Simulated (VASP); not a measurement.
# BeS in VASP: a series of runs

Runs on BeS. Level: PBE. Tasks: single point, relaxation of the atoms.

All numbers are computed with VASP 6.6.1; they aren't measurements. Logs are shortened: lines on timing, memory, paths and dates and some standing lists are left out, and cuts for length are marked.

## (1) The cell of the first run

The typed cell holds 2 atoms: a = 3.429 Å, b = 3.429 Å, c = 3.429 Å, α = 60.00°, β = 60.00°, γ = 60.00°.

## (2) Single point, PBE

The input, INCAR:

```
SYSTEM = BeS
PREC = Accurate
ENCUT = 600
EDIFF = 1E-6
ISMEAR = 0
SIGMA = 0.01
LREAL = .False.
LASPH = .True.
NELM = 120
ALGO = Normal
ISIF = 2
LWAVE = .False.
LCHARG = .False.
GGA = PE
NBANDS = 11
GGA_COMPAT = .False.
```

The input, KPOINTS:

```
Automatic mesh
0
Gamma
  5 5 5
  0 0 0
```

The input, POSCAR:

```
BeS
1.0
    0.0000000000      2.4250000000      2.4250000000
    2.4250000000      0.0000000000      2.4250000000
    2.4250000000      2.4250000000      0.0000000000
Be S
1 1
Direct
    0.0091622505     -0.0035398337     -0.0042006583
    0.2591666299      0.2464964680      0.2457956643
```

Potentials or basis: VASP PAW PBE potentials, release 64 (Be, S).

Command:

```bash
$ cat potpaw_PBE.64/Be/POTCAR potpaw_PBE.64/S/POTCAR > POTCAR
$ mpirun -np 1 vasp_std > vasp.out
```

OUTCAR:

```text
SYSTEM = BeS
   PREC = Accurate
   ENCUT = 600
   EDIFF = 1E-6
   ISMEAR = 0
   LREAL = .False.
   LASPH = .True.
   NELM = 120
   ISIF = 2
   GGA = PE

 ion  position               nearest neighbor table
   1  0.009  0.996  0.996-   2 2.10   2 2.10   2 2.10   2 2.10
   2  0.259  0.246  0.246-   1 2.10   1 2.10   1 2.10   1 2.10

  LATTYP: Found a face centered cubic cell.
 ALAT       =     4.8500000000

  Lattice vectors:

 A1 = (   0.0000000000,   2.4250000000,   2.4250000000)
 A2 = (   2.4250000000,   0.0000000000,   2.4250000000)
 A3 = (   2.4250000000,   2.4250000000,   0.0000000000)

Analysis of symmetry for initial positions (statically):
=====================================================================
 Subroutine PRICEL returns:
 Original cell was already a primitive cell.

 Routine SETGRP: Setting up the symmetry group for a
 face centered cubic supercell.

 Subroutine GETGRP returns: Found  2 space group operations
 (whereof  1 operations were pure point group operations)
 out of a pool of 48 trial point group operations.

The static configuration has the point symmetry C_1 .
 The point group associated with its full space group is C_1h.

Analysis of symmetry for dynamics (positions and initial velocities):
=====================================================================
 Subroutine PRICEL returns:
 Original cell was already a primitive cell.

 Routine SETGRP: Setting up the symmetry group for a
 face centered cubic supercell.

 Subroutine GETGRP returns: Found  2 space group operations
 (whereof  1 operations were pure point group operations)
 out of a pool of 48 trial point group operations.

The dynamic configuration has the point symmetry C_1 .
 The point group associated with its full space group is C_1h.

 Subroutine INISYM returns: Found  2 space group operations
 (whereof  1 operations are pure point group operations),
 and found     1 'primitive' translations

----------------------------------------------------------------------------------------

                                     Primitive cell

  volume of cell :      28.5210

  direct lattice vectors                    reciprocal lattice vectors
     0.000000000  2.425000000  2.425000000    -0.206185567  0.206185567  0.206185567
     2.425000000  0.000000000  2.425000000     0.206185567 -0.206185567  0.206185567
     2.425000000  2.425000000  0.000000000     0.206185567  0.206185567 -0.206185567

  length of vectors
     3.429467889  3.429467889  3.429467889     0.357123878  0.357123878  0.357123878

  position of ions in fractional coordinates (direct lattice)
     0.009162250  0.996460166  0.995799342
     0.259166630  0.246496468  0.245795664

  ion indices of the primitive-cell ions
   primitive index   ion index
                 1           1
                 2           2

----------------------------------------------------------------------------------------

 KPOINTS: Automatic mesh

Automatic generation of k-mesh.
 Grid dimensions read from file:
 generate k-points for:    5    5    5

 Generating k-lattice:

  Cartesian coordinates                     Fractional coordinates (reciprocal lattice)
    -0.041237113  0.041237113  0.041237113     0.200000000  0.000000000  0.000000000
     0.041237113 -0.041237113  0.041237113     0.000000000  0.200000000  0.000000000
     0.041237113  0.041237113 -0.041237113     0.000000000  0.000000000  0.200000000

  Length of vectors
     0.071424776  0.071424776  0.071424776

  Shift w.r.t. Gamma in fractional coordinates (k-lattice)
     0.000000000  0.000000000  0.000000000

 Subroutine IBZKPT returns following result:
 ===========================================

 Found     39 irreducible k-points:

 Following reciprocal coordinates:
            Coordinates               Weight
  0.000000  0.000000  0.000000      1.000000
  0.200000  0.000000  0.000000      4.000000
  0.000000  0.200000  0.000000      2.000000
  0.200000  0.200000  0.200000      2.000000
  0.400000  0.000000  0.000000      4.000000
  0.000000  0.400000  0.000000      2.000000
[... 16 lines left out ...]
 -0.200000  0.400000 -0.200000      2.000000
 -0.200000  0.200000  0.000000      4.000000
 [... further k-points ...]
   k-points           NKPTS =     39   k-points in BZ     NKDIM =     39   number of bands    NBANDS=     11
   number of dos      NEDOS =    301   number of ions     NIONS =      2
   total plane-waves  NPLWV =  21952
   dimension x,y,z NGX =    28 NGY =   28 NGZ =   28
   dimension x,y,z NGXF=    56 NGYF=   56 NGZF=   56
   ions per type =               1   1
   NGX,Y,Z   is equivalent  to a cutoff of  13.57, 13.57, 13.57 a.u.
   NGXF,Y,Z  is equivalent  to a cutoff of  27.15, 27.15, 27.15 a.u.
 SYSTEM =  BeS
   PREC   = accura    normal or accurate (medium, high low for compatibility)
   ISTART =      0    job   : 0-new  1-cont  2-samecut
   ICHARG =      2    charge: 1-file 2-atom 10-const
   ISPIN  =      1    spin polarized calculation?
   LNONCOLLINEAR =      F non collinear calculations
   LSORBIT =      F    spin-orbit coupling
   LASPH  =      T    aspherical Exc in radial PAW
   ENCUT  =  600.0 eV  44.10 Ry    6.64 a.u.   6.85  6.85  6.85*2*pi/ulx,y,z
   NELM   =    120;   NELMIN=  2; NELMDL= -5     # of ELM steps
   EDIFF  = 0.1E-05   stopping-criterion for ELM
   LREAL  =      F    real-space projection
   EDIFFG = 0.1E-04   stopping-criterion for IOM
   NSW    =      0    number of steps for IOM
   IBRION =     -1    ionic relax: 0-MD 1-quasi-New 2-CG
   NFREE  =      0    steps in history (QN), initial steepest desc. (CG)
   ISIF   =      2    stress and relaxation
   ISYM   =      2    0-nonsym 1-usesym 2-fastsym
   POTIM  = 0.5000    time-step for ionic-motion
   TEBEG  =    0.0;   TEEND  =   0.0 temperature during run
   PSTRESS=    0.0 pullay stress
   NELECT =       8.0000    total number of electrons
   NUPDOWN=      -1.0000    fix difference up-down
   EMIN   =  10.00;   EMAX   =-10.00  energy-range for DOS
   EFERMI =   0.00;   METHOD = LEGACY
   ISMEAR =     0;   SIGMA  =   0.01  broadening in eV -4-tet -1-fermi 0-gaus
   EFERMI_NEDOS =   21; number of points for ismear=-14 and -15
   IALGO  =     38    algorithm
   IMIX   =      4    mixing-type and parameters
     AMIX     =   0.40;   BMIX     =  1.00
     AMIX_MAG =   1.60;   BMIX_MAG =  1.00
  volume/ion in A,a.u.               =      14.26        96.23
  Fermi-wavevector in a.u.,A,eV,Ry     =   1.071642  2.025110 15.625158  1.148417
  Thomas-Fermi vector in A             =   2.207388
   LORBIT       =      0    0 simple, 1 ext, 2 COOP (PROOUT), +10 PAW based schemes
   GGA     = PE    functional components
   LHFCALC =     F    Hartree Fock is set to
   AEXX    =    0.0000 exact exchange contribution
   IVDW    =     0    specifies the selected vdW correction
   LEPSILON=     F    determine dielectric tensor
   LRPA    =     F    only Hartree local field effects (RPA)
 non-spin polarized calculation
 Gauss-broadening in eV      SIGMA  =   0.01
  energy-cutoff  :      600.00
  volume of cell :       28.52
 maximum number of plane-waves:       966
   NGX = 13   NGY = 13   NGZ = 13

 number of electron       8.0000000 magnetization

 Free energy of the ion-electron system (eV)
  ---------------------------------------------------
  ext. energy  EPLUGINS =         0.00000000
  ---------------------------------------------------
  free energy    TOTEN  =        -9.99974333 eV

  energy without entropy =       -9.99974333  energy(sigma->0) =       -9.99974333

 E-fermi :   4.2509     XC(G=0):  -9.7279

 val. band max:        4.1816247156   @ k =   0.0000   0.0000   0.0000
 cond. band min:       7.5814853327   @ k =   0.4000   0.4000   0.0000
 fundamental gap:      3.3998606172
 Fermi energy:         4.2508567816

 k-point     1 :       0.0000    0.0000    0.0000
  band No.  band energies     occupation
      1      -9.5118      2.00000
      2       4.1808      2.00000
      3       4.1812      2.00000
      4       4.1816      2.00000
      5       9.8465      0.00000
      6       9.8467      0.00000
      7       9.8469      0.00000
      8      10.0662      0.00000
      9      16.9916      0.00000
     10      16.9916      0.00000
     11      19.0501      0.00000

 k-point     2 :       0.2000    0.0000    0.0000
  band No.  band energies     occupation
      1      -9.0713      2.00000
      2       1.7194      2.00000
      3       3.7456      2.00000
      4       3.7463      2.00000
      5       9.7572      0.00000
      6      10.5702      0.00000
      7      10.5708      0.00000
      8      12.6248      0.00000
      9      15.9844      0.00000
     10      15.9846      0.00000
     11      18.6086      0.00000

 k-point     3 :       0.0000    0.2000    0.0000
  band No.  band energies     occupation
      1      -9.0713      2.00000
      2       1.7192      2.00000
      3       3.7459      2.00000
      4       3.7463      2.00000
      5       9.7572      0.00000
      6      10.5704      0.00000
      7      10.5708      0.00000
      8      12.6249      0.00000
      9      15.9843      0.00000
     10      15.9844      0.00000
     11      18.6087      0.00000

 k-point     4 :       0.2000    0.2000    0.2000
  band No.  band energies     occupation
      1      -9.0713      2.00000
      2       1.7196      2.00000
      3       3.7456      2.00000
      4       3.7460      2.00000
      5       9.7573      0.00000
      6      10.5702      0.00000
      7      10.5706      0.00000
      8      12.6247      0.00000
      9      15.9847      0.00000
     10      15.9848      0.00000
     11      18.6086      0.00000
[... 239 lines left out ...]
 k-point    22 :      -0.4000   -0.4000    0.4000
  band No.  band energies     occupation
      1      -7.6854      2.00000
      2      -1.0999      2.00000
      3       1.4101      2.00000
      4       2.6953      2.00000
      5       9.6123      0.00000
      6      12.0699      0.00000
      7      12.2174      0.00000
      8      14.8842      0.00000
      9      16.6004      0.00000
     10      17.2207      0.00000
     11      21.3337      0.00000

 k-point    23 :      -0.2000    0.4000   -0.2000
  band No.  band energies     occupation
      1      -7.6854      2.00000
      2      -1.1002      2.00000
      3       1.4103      2.00000
      4       2.6954      2.00000
      5       9.6126      0.00000
      6      12.0700      0.00000
      7      12.2177      0.00000
      8      14.8846      0.00000
      9      16.5995      0.00000
     10      17.2204      0.00000
     11      21.3337      0.00000

 k-point    24 :      -0.2000    0.2000    0.0000
  band No.  band energies     occupation
      1      -8.4346      2.00000
      2       0.4295      2.00000
      3       1.8387      2.00000
      4       3.4947      2.00000
      5      10.4698      0.00000
      6      11.2453      0.00000
      7      11.6091      0.00000
      8      12.9195      0.00000
      9      14.8072      0.00000
     10      18.6584      0.00000
     11      19.6796      0.00000

 [... further k-points ...]
[... 5 lines left out ...]
  --------------------------------------------------------------------------------------
  -------------------------------------------------------------------------------------
  Total        0.3087809      0.3087624      0.3087809     -0.0003808     -0.0003808     -0.0000333
  in kB       17.3458552     17.3448194     17.3458552     -0.0213890     -0.0213895     -0.0018679
  external PRESSURE =      17.3455099 kB  Pullay stress =       0.0000000 kB

 VOLUME and BASIS-vectors are now :
 -----------------------------------------------------------------------------
  energy-cutoff  :      600.00
  volume of cell :       28.52
      direct lattice vectors                 reciprocal lattice vectors
     0.000000000  2.425000000  2.425000000    -0.206185567  0.206185567  0.206185567
     2.425000000  0.000000000  2.425000000     0.206185567 -0.206185567  0.206185567
     2.425000000  2.425000000  0.000000000     0.206185567  0.206185567 -0.206185567

 POSITION                                       TOTAL-FORCE (eV/Angst)
 -----------------------------------------------------------------------------------
      4.83123      2.43703      2.43863         0.000710      0.000003      0.000710
      1.19381      1.22453      1.22623        -0.000710     -0.000003     -0.000710
 -----------------------------------------------------------------------------------
    total drift:                                0.005308      0.000023     -0.005272

  FREE ENERGIE OF THE ION-ELECTRON SYSTEM (eV)
  ---------------------------------------------------
  free  energy   TOTEN  =        -9.9997433254 eV

  energy  without entropy=       -9.9997433254  energy(sigma->0) =       -9.99974333
```

Run time: 9.8 s. Hardware: 1 thread of Intel Xeon Platinum 8488C (Sapphire Rapids), shared host; peak memory 0.15 GiB.

Results:

```
Free energy            : -9.9997 eV
Pressure               : 1.7 GPa
Band gap on the k mesh : 3.40 eV (least direct gap 5.66 eV)
```

Caveat: the k points lie up to 0.45 Å⁻¹ apart; an odd mesh through Γ misses points on the zone boundary, where band edges can lie. Expect the measured gap to be larger: semilocal functionals such as PBE lack the derivative discontinuity.

## (3) Relaxation of the atoms, PBE

The input, INCAR:

```
SYSTEM = BeS
PREC = Accurate ; ENCUT = 520
EDIFF = 1E-7 ; ISMEAR = 0
SIGMA = 0.01 ; LREAL = .FALSE.
LASPH = .TRUE. ; NELM = 120
ALGO = Normal ; ISIF = 2
LWAVE = .FALSE. ; LCHARG = .FALSE.
GGA = PE ; IBRION = 2
NSW = 80 ; EDIFFG = -0.05
GGA_COMPAT = .FALSE. ; NELMIN = 4
```

The input, KPOINTS:

```
regular mesh
0
G
  5 5 5
  0 0 0
```

The input, POSCAR:

```
BeS
1.0
    0.0000000000      2.4250000000      2.4250000000
    2.4250000000      0.0000000000      2.4250000000
    2.4250000000      2.4250000000      0.0000000000
Be S
1 1
Direct
    0.0000000000      0.0000000000      0.0000000000
    0.2500000000      0.2500000000      0.2500000000
```

Potentials or basis: VASP PAW PBE potentials, release 64 (Be, S).

Command:

```bash
$ cat potpaw_PBE.64/Be/POTCAR potpaw_PBE.64/S/POTCAR > POTCAR
$ mpirun -np 1 vasp_std > vasp.out
```

OUTCAR:

```text
SYSTEM = BeS
   PREC = Accurate
   ENCUT = 520
   EDIFF = 1E-7
   ISMEAR = 0
   LREAL = .FALSE.
   LASPH = .TRUE.
   NELM = 120
   ISIF = 2
   GGA = PE
   IBRION = 2
   NSW = 80
   EDIFFG = -0.05
   NELMIN = 4

 ion  position               nearest neighbor table
   1  0.000  0.000  0.000-   2 2.10   2 2.10   2 2.10   2 2.10
   2  0.250  0.250  0.250-   1 2.10   1 2.10   1 2.10   1 2.10

[... 286 lines left out ...]

------------------------ aborting loop because EDIFF is reached ----------------------------------------

  FORCE on cell =-STRESS in cart. coord.  units (eV):
  Direction    XX          YY          ZZ          XY          YZ          ZX
  --------------------------------------------------------------------------------------
  -------------------------------------------------------------------------------------
  Total        0.3023542      0.3023542      0.3023542     -0.0000000     -0.0000000      0.0000000
  in kB       16.9848346     16.9848346     16.9848346     -0.0000000     -0.0000000      0.0000000
  external PRESSURE =      16.9848346 kB  Pullay stress =       0.0000000 kB

 VOLUME and BASIS-vectors are now :
 -----------------------------------------------------------------------------
  energy-cutoff  :      520.00
  volume of cell :       28.52
      direct lattice vectors                 reciprocal lattice vectors
     0.000000000  2.425000000  2.425000000    -0.206185567  0.206185567  0.206185567
     2.425000000  0.000000000  2.425000000     0.206185567 -0.206185567  0.206185567
     2.425000000  2.425000000  0.000000000     0.206185567  0.206185567 -0.206185567

 POSITION                                       TOTAL-FORCE (eV/Angst)
 -----------------------------------------------------------------------------------
      0.00000      0.00000      0.00000        -0.000000     -0.000000     -0.000000
      1.21250      1.21250      1.21250         0.000000      0.000000      0.000000
 -----------------------------------------------------------------------------------
    total drift:                               -0.000000     -0.000000     -0.000000

  FREE ENERGIE OF THE ION-ELECTRON SYSTEM (eV)
  ---------------------------------------------------
  free  energy   TOTEN  =        -9.9995034603 eV

  energy  without entropy=       -9.9995034603  energy(sigma->0) =       -9.99950346

 reached required accuracy - stopping structural energy minimisation
```

Run time: 3.6 s. Hardware: 1 thread of Intel Xeon Platinum 8488C (Sapphire Rapids), shared host; peak memory 0.14 GiB.

What came out:

```yaml
Free_energy: -9.9995 eV
Pressure_after_relaxing: 1.7 GPa
Band_gap_on_the_k_mesh: 3.40 eV (least direct gap 5.67 eV)
```

Final structure:
```xyz
2
Lattice="0.0000 2.4250 2.4250 2.4250 0.0000 2.4250 2.4250 2.4250 0.0000" Properties=species:S:1:pos:R:3 pbc="T T T"
Be    0.0000    0.0000    0.0000
S     1.2125    1.2125    1.2125
```

Levels at points of the mesh, in eV from the valence-band top:
```
           k point  band 2  band 3  band 4  band 5  band 6  band 7
(0.00, 0.00, 0.00)    0.00    0.00    0.00    5.67    5.67    5.67
```

Caveat: the k points lie up to 0.45 Å⁻¹ apart; the relaxation stopped at its first step, so nothing moved; an odd mesh through Γ misses points on the zone boundary, where band edges can lie. As with any semilocal functional, this PBE gap is likely too small.
